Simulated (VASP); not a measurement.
A run of VASP 6.6.1 is set up as follows.

Contents of POSCAR:

```
GaP
1.0
    0.0000000000      2.7492622505      2.7492622505
    2.7492622505      0.0000000000      2.7492622505
    2.7492622505      2.7492622505      0.0000000000
Ga P
1 1
Direct
    0.0000000000      0.0000000000      0.0000000000
    0.2500000000      0.2500000000      0.2500000000
```

The input INCAR.step1:

```
  PREC = Accurate
  ENCUT = 520
  ISMEAR = 0
  SIGMA = 0.01
  LREAL = False
  LASPH = True
  NELM = 80
  NBANDS = 16
  GGA = PE
  ALGO = Normal
  EDIFF = 1E-4
  LWAVE = True
  LCHARG = False
```

INCAR.step2

```
  PREC = Accurate
  ENCUT = 520
  EDIFF = 1E-7
  ISMEAR = 0
  SIGMA = 0.01
  LREAL = False
  LASPH = True
  NELM = 80
  ALGO = Normal
  ISIF = 2
  LWAVE = False
  LCHARG = False
  METAGGA = R2SCAN
  LMIXTAU = True
  NBANDS = 16
  ISTART = 1
```

Contents of KPOINTS:

```
Automatic mesh
0
Gamma
  6 6 6
```

Potentials or basis: VASP PAW PBE potentials, release 64 (Ga_d, P).

The run is started by

```sh
$ cat potpaw_PBE.64/Ga_d/POTCAR potpaw_PBE.64/P/POTCAR > POTCAR
$ cp INCAR.step1 INCAR
$ mpirun -np 1 vasp_std > vasp.out
$ cp INCAR.step2 INCAR
$ mpirun -np 1 vasp_std > vasp.out
```

(1) Predict the pressure.

(2) What does it give for the band gap on the k mesh?

Answers

(1) -2.2 GPa.

(2) 1.95 eV, indirect (least direct gap 2.11 eV).

Caveat: the PAW data sets were made with another functional, which shifts forces and pressure a little.

**What was measured.**

“Stacking defects in GaP nanowires: Electronic structure and optical properties”, 2018, arxiv:1810.01194 quotes, for a bulk crystal of GaP at 10 K: band gap 2.34 eV (indirect).

Measured gap of GaP: 2.34 eV (indirect; 10 K; quoted in “Stacking defects in GaP nanowires: Electronic structure and optical properties”, 2018, arxiv:1810.01194). This calculation gives 1.95 eV (-0.39 eV). Spin-orbit coupling on Ga is left out. The value is that of r2SCAN on a finite k mesh, which can miss the band edges, without temperature or zero-point motion.
